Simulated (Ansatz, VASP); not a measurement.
HfC: VASP beside Ansatz

```
Hf C
1.0
     0.00000    2.28640    2.28640
     2.28640    0.00000    2.28640
     2.28640    2.28640    0.00000
Hf C
1 1
Direct
  0.50000 0.50000 0.50000
  0.00000 0.00000 0.00000
```

Alike in both runs: task single point; functional PBE; k mesh 16 × 16 × 16; occupations gaussian, width 0.1 eV; no spin polarisation.

|  | VASP | Ansatz |
| --- | --- | --- |
| version | VASP 6.6.1 | Ansatz 0.2.0 |
| potentials or method | VASP PAW PBE potentials, release 64 (Hf_pv, C), cutoff 520 eV | scalar-relativistic, plane waves, PAW |
| valence electrons in the cell | 14 | 30 |

Ansatz gave:

- gap on the k mesh at the Fermi level (eV): none
- pressure (GPa): 13.2

Q: Estimate VASP's values.

A: gap on the k mesh at the Fermi level (eV): none; pressure (GPa): 12.8.

A gap of «none» marks a metal or a gap that the smearing closes. VASP's potentials hold 14 valence electrons a cell and Ansatz's 30, so a difference there can come from the potentials and not from the codes.

Spin-orbit coupling is off throughout.
